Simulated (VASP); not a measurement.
# GaP (I-4m2) in VASP: further runs

The runs below take GaP through single point, with r2SCAN.

Program: VASP 6.6.1. These are calculated values, not measurements. Logs are shortened: lines on timing, memory, paths and dates and some standing lists are left out, and cuts for length are marked.

### Step 1. The cell of the first run

The structure is tetragonal, space group I-4m2 (No. 119). Conventional cell: a = 3.546 Å, b = 3.546 Å, c = 5.450 Å, α = 90.00°, β = 90.00°, γ = 90.00°. Ga (site symmetry -4m2) has 4 P at 2.24 Å within 3.0 Å. P (site symmetry -4m2) has 4 Ga at 2.24 Å within 3.0 Å.

### Step 2. Single point, r2SCAN (strain -0.080 along x and y, +0.000 along z)

The input, POSCAR:

```
GaP
1.0
    0.0000000000      2.5072300000      2.7252500000
    2.5072300000      0.0000000000      2.7252500000
    2.5072300000      2.5072300000      0.0000000000
Ga P
1 1
Direct
    0.0000000000      0.0000000000      0.0000000000
    0.7500000000      0.7500000000      0.7500000000
```

The input, INCAR.step1:

```
SYSTEM = GaP
PREC = Accurate
ENCUT = 520
ISMEAR = 0
SIGMA = 0.05
LREAL = .FALSE.
LASPH = .TRUE.
NELM = 100
NBANDS = 16
GGA = PE
ALGO = Normal
EDIFF = 1E-4
LWAVE = .TRUE.
LCHARG = .FALSE.
```

The input, INCAR.step2:

```
SYSTEM = GaP
PREC = Accurate
ENCUT = 520
EDIFF = 1E-7
ISMEAR = 0
SIGMA = 0.05
LREAL = .FALSE.
LASPH = .TRUE.
NELM = 100
ALGO = Normal
ISIF = 2
LWAVE = .FALSE.
LCHARG = .TRUE.
METAGGA = R2SCAN
LMIXTAU = .TRUE.
LELF = .TRUE.
LVHAR = .TRUE.
NBANDS = 16
ISTART = 1
```

The input, KPOINTS:

```
Automatic mesh
0
G
  8 8 8
  0 0 0
```

Potentials or basis: VASP PAW PBE potentials, release 64 (Ga_d, P).

The run is started by

```sh
$ cat potpaw_PBE.64/Ga_d/POTCAR potpaw_PBE.64/P/POTCAR > POTCAR
$ cp INCAR.step1 INCAR
$ mpirun -np 1 vasp_std > vasp.out
$ cp INCAR.step2 INCAR
$ mpirun -np 1 vasp_std > vasp.out
```

OUTCAR:

```text
SYSTEM = GaP
   PREC = Accurate
   ENCUT = 520
   EDIFF = 1E-7
   ISMEAR = 0
   LREAL = .FALSE.
   LASPH = .TRUE.
   NELM = 100
   ISIF = 2
   METAGGA = R2SCAN
   ISTART = 1

 ion  position               nearest neighbor table
   1  0.000  0.000  0.000-   2 2.24   2 2.24   2 2.24   2 2.24
   2  0.750  0.750  0.750-   1 2.24   1 2.24   1 2.24   1 2.24

  LATTYP: Found a body centered tetragonal cell.
 ALAT       =     3.5457586700
 C/A-ratio  =     1.5371886548

  Lattice vectors:

 A1 = (  -2.5072300000,   0.0000000000,   2.7252500000)
 A2 = (   2.5072300000,   0.0000000000,   2.7252500000)
 A3 = (   0.0000000000,   2.5072300000,  -2.7252500000)

Analysis of symmetry for initial positions (statically):
=====================================================================
 Subroutine PRICEL returns:
 Original cell was already a primitive cell.

 Routine SETGRP: Setting up the symmetry group for a
 body centered tetragonal supercell.

 Subroutine GETGRP returns: Found  8 space group operations
 (whereof  8 operations were pure point group operations)
 out of a pool of 16 trial point group operations.

The static configuration has the point symmetry D_2d.

Analysis of symmetry for dynamics (positions and initial velocities):
=====================================================================
 Subroutine PRICEL returns:
 Original cell was already a primitive cell.

 Routine SETGRP: Setting up the symmetry group for a
 body centered tetragonal supercell.

 Subroutine GETGRP returns: Found  8 space group operations
 (whereof  8 operations were pure point group operations)
 out of a pool of 16 trial point group operations.

The dynamic configuration has the point symmetry D_2d.

 Subroutine INISYM returns: Found  8 space group operations
 (whereof  8 operations are pure point group operations),
 and found     1 'primitive' translations

----------------------------------------------------------------------------------------

                                     Primitive cell

  volume of cell :      34.2629

  direct lattice vectors                    reciprocal lattice vectors
     0.000000000  2.507230000  2.725250000    -0.199423268  0.199423268  0.183469406
     2.507230000  0.000000000  2.725250000     0.199423268 -0.199423268  0.183469406
     2.507230000  2.507230000  0.000000000     0.199423268  0.199423268 -0.183469406

  length of vectors
     3.703132436  3.703132436  3.545758670     0.336452527  0.336452527  0.336452527

  position of ions in fractional coordinates (direct lattice)
     0.000000000  0.000000000  0.000000000
     0.750000000  0.750000000  0.750000000

  ion indices of the primitive-cell ions
   primitive index   ion index
                 1           1
                 2           2

----------------------------------------------------------------------------------------

 KPOINTS: Automatic mesh

Automatic generation of k-mesh.
 Grid dimensions read from file:
 generate k-points for:    8    8    8

 Generating k-lattice:

  Cartesian coordinates                     Fractional coordinates (reciprocal lattice)
    -0.024927908  0.024927908  0.022933676     0.125000000 -0.000000000  0.000000000
     0.024927908 -0.024927908  0.022933676    -0.000000000  0.125000000  0.000000000
     0.024927908  0.024927908 -0.022933676     0.000000000  0.000000000  0.125000000

  Length of vectors
     0.042056566  0.042056566  0.042056566

  Shift w.r.t. Gamma in fractional coordinates (k-lattice)
     0.000000000  0.000000000  0.000000000

 Subroutine IBZKPT returns following result:
 ===========================================

 Found     59 irreducible k-points:

 Following reciprocal coordinates:
            Coordinates               Weight
  0.000000  0.000000  0.000000      1.000000
  0.125000 -0.000000  0.000000      8.000000
  0.250000 -0.000000  0.000000      8.000000
  0.375000 -0.000000  0.000000      8.000000
  0.500000 -0.000000  0.000000      4.000000
  0.125000  0.125000  0.000000      2.000000
[... 16 lines left out ...]
  0.250000 -0.000000  0.125000     16.000000
  0.375000 -0.000000  0.125000     16.000000
 [... further k-points ...]
   k-points           NKPTS =     59   k-points in BZ     NKDIM =     59   number of bands    NBANDS=     16
   number of dos      NEDOS =    301   number of ions     NIONS =      2
   total plane-waves  NPLWV =  21952
   dimension x,y,z NGX =    28 NGY =   28 NGZ =   28
   dimension x,y,z NGXF=    56 NGYF=   56 NGZF=   56
   ions per type =               1   1
   NGX,Y,Z   is equivalent  to a cutoff of  12.57, 12.57, 13.13 a.u.
   NGXF,Y,Z  is equivalent  to a cutoff of  25.14, 25.14, 26.26 a.u.
 SYSTEM =  GaP
   PREC   = accura    normal or accurate (medium, high low for compatibility)
   ISTART =      1    job   : 0-new  1-cont  2-samecut
   ICHARG =      0    charge: 1-file 2-atom 10-const
   ISPIN  =      1    spin polarized calculation?
   LNONCOLLINEAR =      F non collinear calculations
   LSORBIT =      F    spin-orbit coupling
   LASPH  =      T    aspherical Exc in radial PAW
   ENCUT  =  520.0 eV  38.22 Ry    6.18 a.u.   6.89  6.89  6.59*2*pi/ulx,y,z
   NELM   =    100;   NELMIN=  2; NELMDL=  0     # of ELM steps
   EDIFF  = 0.1E-06   stopping-criterion for ELM
   LREAL  =      F    real-space projection
   EDIFFG = 0.1E-05   stopping-criterion for IOM
   NSW    =      0    number of steps for IOM
   IBRION =     -1    ionic relax: 0-MD 1-quasi-New 2-CG
   NFREE  =      0    steps in history (QN), initial steepest desc. (CG)
   ISIF   =      2    stress and relaxation
   ISYM   =      2    0-nonsym 1-usesym 2-fastsym
   POTIM  = 0.5000    time-step for ionic-motion
   TEBEG  =    0.0;   TEEND  =   0.0 temperature during run
   PSTRESS=    0.0 pullay stress
   NELECT =      18.0000    total number of electrons
   NUPDOWN=      -1.0000    fix difference up-down
   EMIN   =  10.00;   EMAX   =-10.00  energy-range for DOS
   EFERMI =   0.00;   METHOD = LEGACY
   ISMEAR =     0;   SIGMA  =   0.05  broadening in eV -4-tet -1-fermi 0-gaus
   EFERMI_NEDOS =   21; number of points for ismear=-14 and -15
   IALGO  =     38    algorithm
   IMIX   =      4    mixing-type and parameters
     AMIX     =   0.40;   BMIX     =  1.00
     AMIX_MAG =   1.60;   BMIX_MAG =  1.00
  volume/ion in A,a.u.               =      17.13       115.61
  Fermi-wavevector in a.u.,A,eV,Ry     =   1.320963  2.496259 23.741407  1.744944
  Thomas-Fermi vector in A             =   2.450752
   LORBIT       =      0    0 simple, 1 ext, 2 COOP (PROOUT), +10 PAW based schemes
   METAGGA = R2SCAN    functional components
   LHFCALC =     F    Hartree Fock is set to
   AEXX    =    0.0000 exact exchange contribution
   IVDW    =     0    specifies the selected vdW correction
   LEPSILON=     F    determine dielectric tensor
   LRPA    =     F    only Hartree local field effects (RPA)
 non-spin polarized calculation
 Gauss-broadening in eV      SIGMA  =   0.05
  energy-cutoff  :      520.00
  volume of cell :       34.26
 maximum number of plane-waves:       938
   NGX = 13   NGY = 13   NGZ = 13

 number of electron      18.0000006 magnetization

 Free energy of the ion-electron system (eV)
  ---------------------------------------------------
  ext. energy  EPLUGINS =         0.00000000
  ---------------------------------------------------
  free energy    TOTEN  =       -21.06501896 eV

  energy without entropy =      -21.06501896  energy(sigma->0) =      -21.06501896

 E-fermi :   6.8001     XC(G=0): -11.3960

 val. band max:        6.5607913275   @ k =   0.0000   0.0000   0.0000
 cond. band min:       7.6413545246   @ k =   0.5000   0.0000   0.5000
 fundamental gap:      1.0805631972
 Fermi energy:         6.8000819455

 k-point     1 :       0.0000    0.0000    0.0000
  band No.  band energies     occupation
      1      -9.0682      2.00000
      2      -9.0396      2.00000
      3      -9.0396      2.00000
      4      -8.8822      2.00000
      5      -8.8719      2.00000
      6      -8.0902      2.00000
[... 8 lines left out ...]
     15      16.7995      0.00000
     16      17.7250      0.00000

 k-point     2 :       0.1250   -0.0000    0.0000
  band No.  band energies     occupation
      1      -9.0942      2.00000
      2      -9.0477      2.00000
      3      -9.0316      2.00000
      4      -8.8777      2.00000
      5      -8.8736      2.00000
      6      -7.8161      2.00000
[... 8 lines left out ...]
     15      16.7993      0.00000
     16      17.6969      0.00000

 k-point     3 :       0.2500   -0.0000    0.0000
  band No.  band energies     occupation
      1      -9.1602      2.00000
      2      -9.0323      2.00000
      3      -9.0140      2.00000
      4      -8.8757      2.00000
      5      -8.8681      2.00000
      6      -7.0656      2.00000
[... 8 lines left out ...]
     15      16.2018      0.00000
     16      17.7319      0.00000

 k-point     4 :       0.3750   -0.0000    0.0000
  band No.  band energies     occupation
      1      -9.2091      2.00000
      2      -9.0196      2.00000
      3      -8.9999      2.00000
      4      -8.8742      2.00000
      5      -8.8545      2.00000
      6      -6.0001      2.00000
[... 8 lines left out ...]
     15      17.2863      0.00000
     16      18.4825      0.00000
[... 324 lines left out ...]
 k-point    22 :       0.1250    0.0000    0.1250
  band No.  band energies     occupation
      1      -9.1021      2.00000
      2      -9.0493      2.00000
      3      -9.0255      2.00000
      4      -8.8857      2.00000
      5      -8.8698      2.00000
      6      -7.7092      2.00000
[... 8 lines left out ...]
     15      16.4481      0.00000
     16      18.3534      0.00000

 k-point    23 :       0.2500   -0.0000    0.1250
  band No.  band energies     occupation
      1      -9.1567      2.00000
      2      -9.0281      2.00000
      3      -9.0097      2.00000
      4      -8.8927      2.00000
      5      -8.8618      2.00000
      6      -7.1090      2.00000
[... 8 lines left out ...]
     15      16.7072      0.00000
     16      19.1539      0.00000

 k-point    24 :       0.3750   -0.0000    0.1250
  band No.  band energies     occupation
      1      -9.2028      2.00000
      2      -9.0117      2.00000
      3      -8.9954      2.00000
      4      -8.8918      2.00000
      5      -8.8521      2.00000
      6      -6.1270      2.00000
[... 8 lines left out ...]
     15      17.9974      0.00000
     16      19.2704      0.00000

 [... further k-points ...]

------------------------ aborting loop because EDIFF is reached ----------------------------------------

  FORCE on cell =-STRESS in cart. coord.  units (eV):
  Direction    XX          YY          ZZ          XY          YZ          ZX
  --------------------------------------------------------------------------------------
  -------------------------------------------------------------------------------------
  Total        5.0040050      5.0040050      3.2864468      0.0000000      0.0000000      0.0000000
  in kB      233.9934079    233.9934079    153.6782816      0.0000000      0.0000000      0.0000000
  external PRESSURE =     207.2216991 kB  Pullay stress =       0.0000000 kB

 VOLUME and BASIS-vectors are now :
 -----------------------------------------------------------------------------
  energy-cutoff  :      520.00
  volume of cell :       34.26
      direct lattice vectors                 reciprocal lattice vectors
     0.000000000  2.507230000  2.725250000    -0.199423268  0.199423268  0.183469406
     2.507230000  0.000000000  2.725250000     0.199423268 -0.199423268  0.183469406
     2.507230000  2.507230000  0.000000000     0.199423268  0.199423268 -0.183469406

 POSITION                                       TOTAL-FORCE (eV/Angst)
 -----------------------------------------------------------------------------------
      0.00000      0.00000      0.00000        -0.000000     -0.000000     -0.000000
      3.76084      3.76084      4.08788         0.000000      0.000000      0.000000
 -----------------------------------------------------------------------------------
    total drift:                               -0.000016     -0.000016     -0.000005

  FREE ENERGIE OF THE ION-ELECTRON SYSTEM (eV)
  ---------------------------------------------------
  free  energy   TOTEN  =       -21.0650189641 eV

  energy  without entropy=      -21.0650189641  energy(sigma->0) =      -21.06501896
```

Wall time 2.5 min (1 thread of Intel Xeon Platinum 8488C (Sapphire Rapids), shared host); peak memory 0.18 GiB.

What came out:

* Free energy: -21.0650 eV
* Pressure: 20.7 GPa
* Band gap on the k mesh: 1.08 eV, indirect (least direct gap 3.27 eV)

Caveat: the cell differs from its parent crystal (strain -0.080 along x and y, +0.000 along z); the PAW data sets were made with another functional, which shifts forces and pressure a little. A k mesh can miss the band edges.

(Part 1 of 2 ends here.)
